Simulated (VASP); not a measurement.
# Te2Mo in VASP: a series of runs, part 2 of 2

VASP 6.6.1. The steps go on from the part before.

## Step 3: Single point, r2SCAN (uniaxial strain along a: -4.0 %)

POSCAR

```
Te2Mo
1.0
    3.4207231161      0.0000000000      0.0000000000
   -1.7103615580      3.1167265094      0.0000000000
    0.0000000000      0.0000000000     14.8792046520
Te Mo
4 2
Direct
    0.3333333333      0.6666666667      0.6285175435
    0.6666666667      0.3333333333      0.1285175435
    0.6666666667      0.3333333333      0.3714824565
    0.3333333333      0.6666666667      0.8714824565
    0.3333333333      0.6666666667      0.2500000000
    0.6666666667      0.3333333333      0.7500000000
```

INCAR.step1

```
SYSTEM = Te2Mo
PREC     = Accurate       ! precision mode
ENCUT    = 520            ! plane-wave cutoff, eV
ISMEAR   = 0              ! smearing method
SIGMA    = 0.02           ! smearing width, eV
LREAL    = .FALSE.        ! projectors in reciprocal space
LASPH    = .TRUE.         ! aspherical terms in the spheres
NELM     = 80             ! most SCF steps
NBANDS   = 35             ! bands
GGA      = PE             ! functional
ALGO     = Normal         ! electronic algorithm
EDIFF    = 1E-4           ! SCF threshold, eV
LWAVE    = .TRUE.         ! write WAVECAR
LCHARG   = .FALSE.        ! write CHGCAR
```

INCAR.step2

```
SYSTEM = Te2Mo
PREC     = Accurate       ! precision mode
ENCUT    = 520            ! plane-wave cutoff, eV
EDIFF    = 1E-6           ! SCF threshold, eV
ISMEAR   = 0              ! smearing method
SIGMA    = 0.02           ! smearing width, eV
LREAL    = .FALSE.        ! projectors in reciprocal space
LASPH    = .TRUE.         ! aspherical terms in the spheres
NELM     = 80             ! most SCF steps
ALGO     = Normal         ! electronic algorithm
ISIF     = 2              ! what is computed and relaxed
LWAVE    = .FALSE.        ! write WAVECAR
LCHARG   = .FALSE.        ! write CHGCAR
METAGGA  = R2SCAN         ! meta-GGA
LMIXTAU  = .TRUE.       
NBANDS   = 35             ! bands
ISTART   = 1
```

KPOINTS

```
Automatic mesh
0
G
  12 12 2
  0 0 0
```

Potentials or basis: VASP PAW PBE potentials, release 64 (Te, Mo_sv).

Run with:

```console
> cat potpaw_PBE.64/Te/POTCAR potpaw_PBE.64/Mo_sv/POTCAR > POTCAR
> cp INCAR.step1 INCAR
> mpirun -np 1 vasp_std > vasp.out
> cp INCAR.step2 INCAR
> mpirun -np 1 vasp_std > vasp.out
```

OUTCAR:

```text
SYSTEM = Te2Mo
   PREC = Accurate
   ENCUT = 520
   EDIFF = 1E-6
   ISMEAR = 0
   LREAL = .FALSE.
   LASPH = .TRUE.
   NELM = 80
   ISIF = 2
   METAGGA = R2SCAN
   ISTART = 1

 ion  position               nearest neighbor table
   1  0.333  0.667  0.629-   6 2.70   6 2.70   6 2.75   4 3.62
   2  0.667  0.333  0.129-   5 2.70   5 2.70   5 2.75   3 3.62
   3  0.667  0.333  0.371-   5 2.70   5 2.70   5 2.75   2 3.62
   4  0.333  0.667  0.871-   6 2.70   6 2.70   6 2.75   1 3.62
   5  0.333  0.667  0.250-   2 2.70   3 2.70   2 2.70   3 2.70   2 2.75   3 2.75
   6  0.667  0.333  0.750-   1 2.70   4 2.70   1 2.70   4 2.70   1 2.75   4 2.75

  LATTYP: Found a base centered orthorhombic cell.
 ALAT       =     3.4207231161
 B/A-ratio  =     1.8222617871
 C/A-ratio  =     4.3497249403

  Lattice vectors:

 A1 = (   1.7103615580,  -3.1167265094,   0.0000000000)
 A2 = (   1.7103615581,   3.1167265094,   0.0000000000)
 A3 = (   0.0000000000,   0.0000000000,  14.8792046520)

Analysis of symmetry for initial positions (statically):
=====================================================================
[... 186 lines left out ...]
 cond. band min:       8.2483602284   @ k =  -0.4167   0.1667   0.0000
 fundamental gap:      0.9883532605
 Fermi energy:         7.5461122300

 k-point     1 :       0.0000    0.0000    0.0000
  band No.  band energies     occupation
      1     -55.4221      2.00000
      2     -55.4221      2.00000
      3     -28.8795      2.00000
      4     -28.8795      2.00000
      5     -28.7727      2.00000
      6     -28.7727      2.00000
[... 901 lines left out ...]
     34      11.6317      0.00000
     35      11.8972      0.00000

 [... further k-points ...]

------------------------ aborting loop because EDIFF is reached ----------------------------------------

  FORCE on cell =-STRESS in cart. coord.  units (eV):
  Direction    XX          YY          ZZ          XY          YZ          ZX
  --------------------------------------------------------------------------------------
  -------------------------------------------------------------------------------------
  Total        5.5874852     -0.1627868      0.3778000     -0.0000000     -0.0000000      0.0000000
  in kB       56.4326745     -1.6441199      3.8157173     -0.0000000     -0.0000000      0.0000000
  external PRESSURE =      19.5347573 kB  Pullay stress =       0.0000000 kB

 VOLUME and BASIS-vectors are now :
 -----------------------------------------------------------------------------
  energy-cutoff  :      520.00
  volume of cell :      158.63
      direct lattice vectors                 reciprocal lattice vectors
     3.420723116  0.000000000  0.000000000     0.292335850  0.160424727  0.000000000
    -1.710361558  3.116726509  0.000000000     0.000000000  0.320849454  0.000000000
     0.000000000  0.000000000 14.879204652     0.000000000  0.000000000  0.067207893

 POSITION                                       TOTAL-FORCE (eV/Angst)
 -----------------------------------------------------------------------------------
     -0.00000      2.07782      9.35184         0.000000      0.157600     -0.058524
      1.71036      1.03891      1.91224        -0.000000     -0.157600     -0.058524
      1.71036      1.03891      5.52736        -0.000000     -0.157600      0.058524
     -0.00000      2.07782     12.96697         0.000000      0.157600      0.058524
     -0.00000      2.07782      3.71980         0.000000      0.309598      0.000000
      1.71036      1.03891     11.15940        -0.000000     -0.309598     -0.000000
 -----------------------------------------------------------------------------------
    total drift:                                0.000000     -0.000000      0.000000

  FREE ENERGIE OF THE ION-ELECTRON SYSTEM (eV)
  ---------------------------------------------------
  free  energy   TOTEN  =      -155.5566673859 eV

  energy  without entropy=     -155.5566673859  energy(sigma->0) =     -155.55666739
```

Run time: 27 min. Hardware: 1 thread of Intel Xeon 8259CL, shared host; peak memory 0.59 GiB.

Results:

- Free energy: -155.5567 eV
- Pressure: 2.0 GPa
- Largest force: 0.310 eV/Å
- Band gap on the k mesh: 0.99 eV (least direct gap 1.18 eV)

Forces on the atoms (eV/Å):
```
Te   0.000  0.158 -0.059
Te   0.000 -0.158 -0.059
Te   0.000 -0.158  0.059
Te   0.000  0.158  0.059
Mo   0.000  0.310  0.000
Mo   0.000 -0.310  0.000
```

Caveat: the cell differs from its parent crystal (uniaxial strain along a: -4.0 %); the stress differs along the axes, from -0 to 6 GPa; the PAW data sets were made with another functional, which shifts forces and pressure a little; spin-orbit coupling is left out, which moves the levels of the heavy elements. A k mesh can miss the band edges.
